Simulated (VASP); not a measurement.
# KMgF3 (Pm-3m) in VASP: a series of runs, part 2 of 3

VASP 6.6.1. The steps go on from the part before.

### 3 Single point, PBEsol (volume scaled by 0.97)

INCAR

```
ALGO = Normal
EDIFF = 1E-7
ENCUT = 520
GGA = PS
ISIF = 2
ISMEAR = 0
LASPH = T
LCHARG = T
LELF = T
LREAL = F
LVHAR = T
LWAVE = F
NBANDS = 24
NELM = 60
PREC = Accurate
SIGMA = 0.02
```

KPOINTS

```
k-points
0
Gamma
  6 6 6
```

POSCAR

```
KMgF3
1.0
    3.9505675814      0.0000000000      0.0000000000
    0.0000000000      3.9505675814      0.0000000000
    0.0000000000      0.0000000000      3.9505675814
K Mg F
1 1 3
Direct
    0.5000000000      0.5000000000      0.5000000000
    0.0000000000      0.0000000000      0.0000000000
    0.5000000000      0.0000000000      0.0000000000
    0.0000000000      0.5000000000      0.0000000000
    0.0000000000      0.0000000000      0.5000000000
```

Potentials or basis: VASP PAW PBE potentials, release 64 (K_sv, Mg, F).

Started as:

```sh
$ cat potpaw_PBE.64/K_sv/POTCAR potpaw_PBE.64/Mg/POTCAR potpaw_PBE.64/F/POTCAR > POTCAR
$ mpirun -np 1 vasp_std > vasp.out
```

OUTCAR:

```text
EDIFF = 1E-7
   ENCUT = 520
   GGA = PS
   ISIF = 2
   ISMEAR = 0
   LASPH = T
   LREAL = F
   NELM = 60
   PREC = Accurate

 ion  position               nearest neighbor table
   1  0.500  0.500  0.500-   3 2.79   4 2.79   5 2.79   3 2.79   4 2.79   3 2.79   5 2.79   3 2.79
                             4 2.79   5 2.79   4 2.79   5 2.79   2 3.42   2 3.42   2 3.42   2 3.42
   2  0.000  0.000  0.000-   3 1.98   4 1.98   5 1.98   5 1.98   4 1.98   3 1.98   1 3.42   1 3.42
                             1 3.42   1 3.42   1 3.42   1 3.42   1 3.42   1 3.42
   3  0.500  0.000  0.000-   2 1.98   2 1.98   1 2.79   1 2.79   1 2.79   1 2.79
   4  0.000  0.500  0.000-   2 1.98   2 1.98   1 2.79   1 2.79   1 2.79   1 2.79
   5  0.000  0.000  0.500-   2 1.98   2 1.98   1 2.79   1 2.79   1 2.79   1 2.79

  LATTYP: Found a simple cubic cell.
 ALAT       =     3.9505675814

  Lattice vectors:

 A1 = (   3.9505675814,   0.0000000000,   0.0000000000)
 A2 = (   0.0000000000,   3.9505675814,   0.0000000000)
 A3 = (   0.0000000000,   0.0000000000,   3.9505675814)

Analysis of symmetry for initial positions (statically):
=====================================================================
 Subroutine PRICEL returns:
 Original cell was already a primitive cell.

 Routine SETGRP: Setting up the symmetry group for a
 simple cubic supercell.

 Subroutine GETGRP returns: Found 48 space group operations
 (whereof 48 operations were pure point group operations)
 out of a pool of 48 trial point group operations.

The static configuration has the point symmetry O_h .

Analysis of symmetry for dynamics (positions and initial velocities):
=====================================================================
 Subroutine PRICEL returns:
 Original cell was already a primitive cell.

 Routine SETGRP: Setting up the symmetry group for a
 simple cubic supercell.

 Subroutine GETGRP returns: Found 48 space group operations
 (whereof 48 operations were pure point group operations)
 out of a pool of 48 trial point group operations.

The dynamic configuration has the point symmetry O_h .

 Subroutine INISYM returns: Found 48 space group operations
 (whereof 48 operations are pure point group operations),
 and found     1 'primitive' translations

----------------------------------------------------------------------------------------

                                     Primitive cell

  volume of cell :      61.6564

  direct lattice vectors                    reciprocal lattice vectors
     3.950567581  0.000000000  0.000000000     0.253128185  0.000000000  0.000000000
     0.000000000  3.950567581  0.000000000     0.000000000  0.253128185  0.000000000
     0.000000000  0.000000000  3.950567581     0.000000000  0.000000000  0.253128185

  length of vectors
     3.950567581  3.950567581  3.950567581     0.253128185  0.253128185  0.253128185

  position of ions in fractional coordinates (direct lattice)
     0.500000000  0.500000000  0.500000000
     0.000000000  0.000000000  0.000000000
     0.500000000  0.000000000  0.000000000
     0.000000000  0.500000000  0.000000000
     0.000000000  0.000000000  0.500000000

  ion indices of the primitive-cell ions
   primitive index   ion index
                 1           1
                 2           2
                 3           3
                 4           4
                 5           5

[... 29 lines left out ...]
  0.166667  0.000000  0.000000      6.000000
  0.333333  0.000000  0.000000      6.000000
  0.500000  0.000000  0.000000      3.000000
  0.166667  0.166667  0.000000     12.000000
  0.333333  0.166667  0.000000     24.000000
[... 12 lines left out ...]
  0.500000  0.500000  0.333333      6.000000
  0.500000  0.500000  0.500000      1.000000
   k-points           NKPTS =     20   k-points in BZ     NKDIM =     20   number of bands    NBANDS=     24
   number of dos      NEDOS =    301   number of ions     NIONS =      5
   total plane-waves  NPLWV =  27000
   dimension x,y,z NGX =    30 NGY =   30 NGZ =   30
   dimension x,y,z NGXF=    60 NGYF=   60 NGZF=   60
   ions per type =               1   1   3
   NGX,Y,Z   is equivalent  to a cutoff of  12.62, 12.62, 12.62 a.u.
   NGXF,Y,Z  is equivalent  to a cutoff of  25.25, 25.25, 25.25 a.u.
 SYSTEM =  unknown system
   PREC   = accura    normal or accurate (medium, high low for compatibility)
   ISTART =      0    job   : 0-new  1-cont  2-samecut
   ICHARG =      2    charge: 1-file 2-atom 10-const
   ISPIN  =      1    spin polarized calculation?
   LNONCOLLINEAR =      F non collinear calculations
   LSORBIT =      F    spin-orbit coupling
   LASPH  =      T    aspherical Exc in radial PAW
   ENCUT  =  520.0 eV  38.22 Ry    6.18 a.u.   7.35  7.35  7.35*2*pi/ulx,y,z
   NELM   =     60;   NELMIN=  2; NELMDL= -5     # of ELM steps
   EDIFF  = 0.1E-06   stopping-criterion for ELM
   LREAL  =      F    real-space projection
   EDIFFG = 0.1E-05   stopping-criterion for IOM
   NSW    =      0    number of steps for IOM
   IBRION =     -1    ionic relax: 0-MD 1-quasi-New 2-CG
   NFREE  =      0    steps in history (QN), initial steepest desc. (CG)
   ISIF   =      2    stress and relaxation
   ISYM   =      2    0-nonsym 1-usesym 2-fastsym
   POTIM  = 0.5000    time-step for ionic-motion
   TEBEG  =    0.0;   TEEND  =   0.0 temperature during run
   PSTRESS=    0.0 pullay stress
   NELECT =      32.0000    total number of electrons
   NUPDOWN=      -1.0000    fix difference up-down
   EMIN   =  10.00;   EMAX   =-10.00  energy-range for DOS
   EFERMI =   0.00;   METHOD = LEGACY
   ISMEAR =     0;   SIGMA  =   0.02  broadening in eV -4-tet -1-fermi 0-gaus
   EFERMI_NEDOS =   21; number of points for ismear=-14 and -15
   IALGO  =     38    algorithm
   IMIX   =      4    mixing-type and parameters
     AMIX     =   0.40;   BMIX     =  1.00
     AMIX_MAG =   1.60;   BMIX_MAG =  1.00
  volume/ion in A,a.u.               =      12.33        83.22
  Fermi-wavevector in a.u.,A,eV,Ry     =   1.315625  2.486170 23.549891  1.730868
  Thomas-Fermi vector in A             =   2.445794
   LORBIT       =      0    0 simple, 1 ext, 2 COOP (PROOUT), +10 PAW based schemes
   GGA     = PS    functional components
   LHFCALC =     F    Hartree Fock is set to
   AEXX    =    0.0000 exact exchange contribution
   IVDW    =     0    specifies the selected vdW correction
   LEPSILON=     F    determine dielectric tensor
   LRPA    =     F    only Hartree local field effects (RPA)
 non-spin polarized calculation
 Gauss-broadening in eV      SIGMA  =   0.02
  energy-cutoff  :      520.00
  volume of cell :       61.66
 maximum number of plane-waves:      1675
 NGX is ok and might be reduce to    30
   NGX = 15   NGY = 15   NGZ = 15

 number of electron      31.9999963 magnetization

 Free energy of the ion-electron system (eV)
  ---------------------------------------------------
  ext. energy  EPLUGINS =         0.00000000
  ---------------------------------------------------
  free energy    TOTEN  =       -25.24942105 eV

  energy without entropy =      -25.24942105  energy(sigma->0) =      -25.24942105

 E-fermi :  -1.3767     XC(G=0): -10.0840

 val. band max:       -1.5706329437   @ k =   0.5000   0.5000   0.5000
 cond. band min:       5.7520954654   @ k =   0.0000   0.0000   0.0000
 fundamental gap:      7.3227284091
 Fermi energy:        -1.3767352181

 k-point     1 :       0.0000    0.0000    0.0000
  band No.  band energies     occupation
      1     -26.9959      2.00000
      2     -21.6542      2.00000
      3     -20.9473      2.00000
      4     -20.9473      2.00000
      5     -10.5653      2.00000
      6     -10.5653      2.00000
[... 529 lines left out ...]
     23      13.6483      0.00000
     24      13.6483      0.00000

------------------------ aborting loop because EDIFF is reached ----------------------------------------

  FORCE on cell =-STRESS in cart. coord.  units (eV):
  Direction    XX          YY          ZZ          XY          YZ          ZX
  --------------------------------------------------------------------------------------
  -------------------------------------------------------------------------------------
  Total        0.7813359      0.7813359      0.7813359      0.0000000     -0.0000000      0.0000000
  in kB       20.3034506     20.3034506     20.3034506      0.0000000     -0.0000000      0.0000000
  external PRESSURE =      20.3034506 kB  Pullay stress =       0.0000000 kB

 VOLUME and BASIS-vectors are now :
 -----------------------------------------------------------------------------
  energy-cutoff  :      520.00
  volume of cell :       61.66
      direct lattice vectors                 reciprocal lattice vectors
     3.950567581  0.000000000  0.000000000     0.253128185  0.000000000  0.000000000
     0.000000000  3.950567581  0.000000000     0.000000000  0.253128185  0.000000000
     0.000000000  0.000000000  3.950567581     0.000000000  0.000000000  0.253128185

 POSITION                                       TOTAL-FORCE (eV/Angst)
 -----------------------------------------------------------------------------------
      1.97528      1.97528      1.97528         0.000000      0.000000      0.000000
      0.00000      0.00000      0.00000         0.000000      0.000000      0.000000
      1.97528      0.00000      0.00000         0.000000      0.000000      0.000000
      0.00000      1.97528      0.00000         0.000000      0.000000      0.000000
      0.00000      0.00000      1.97528         0.000000      0.000000      0.000000
 -----------------------------------------------------------------------------------
    total drift:                                0.000000     -0.000000      0.000000

  FREE ENERGIE OF THE ION-ELECTRON SYSTEM (eV)
  ---------------------------------------------------
  free  energy   TOTEN  =       -25.2494210470 eV

  energy  without entropy=      -25.2494210470  energy(sigma->0) =      -25.24942105
```

stdout:

```text
POSCAR found type information on POSCAR K MgF
 POSCAR found :  3 types and       5 ions
 scaLAPACK will be used
 -----------------------------------------------------------------------------
|                                                                             |
|                                                                             |
|     You enforced a specific xc type in the INCAR file but a different       |
|     I HOPE YOU KNOW WHAT YOU ARE DOING!                                     |
|                                                                             |
 -----------------------------------------------------------------------------

 LDA part: xc-table for (Slater+PW92), standard interpolation
 POSCAR, INCAR and KPOINTS ok, starting setup
 FFT: planning ... GRIDC
 FFT: planning ... GRID_SOFT
 FFT: planning ... GRID
 WAVECAR not read
 entering main loop
```

It took 20 s on 1 thread of AMD EPYC 9R14 (Zen 4), shared host; peak memory 0.15 GiB.

What came out:

* Free energy: -25.2494 eV
* Pressure: 2.0 GPa
* Band gap on the k mesh: 7.32 eV, indirect (least direct gap 7.65 eV)

Levels at points of the mesh, in eV from the valence-band top:
| k point | band 12 | band 13 | band 14 | band 15 | band 16 | band 17 | band 18 | band 19 | band 20 | band 21 |
| --- | --- | --- | --- | --- | --- | --- | --- | --- | --- | --- |
| (0.00, 0.00, 0.00) | -0.66 | -0.66 | -0.32 | -0.32 | -0.32 | 7.32 | 9.97 | 9.97 | 12.20 | 12.20 |
| (0.50, 0.00, 0.00) | -0.93 | -0.91 | -0.91 | -0.55 | -0.55 | 10.12 | 10.56 | 11.07 | 12.86 | 12.87 |
| (0.50, 0.50, 0.00) | -1.11 | -1.11 | -0.93 | -0.93 | -0.02 | 10.97 | 11.71 | 12.70 | 12.70 | 12.88 |
| (0.50, 0.50, 0.50) | -1.15 | -1.15 | 0.00 | 0.00 | 0.00 | 10.41 | 10.41 | 10.41 | 14.02 | 14.20 |

Caveat: the PAW data sets were made with another functional, which shifts forces and pressure a little.

(Continued in part 3 of 3.)
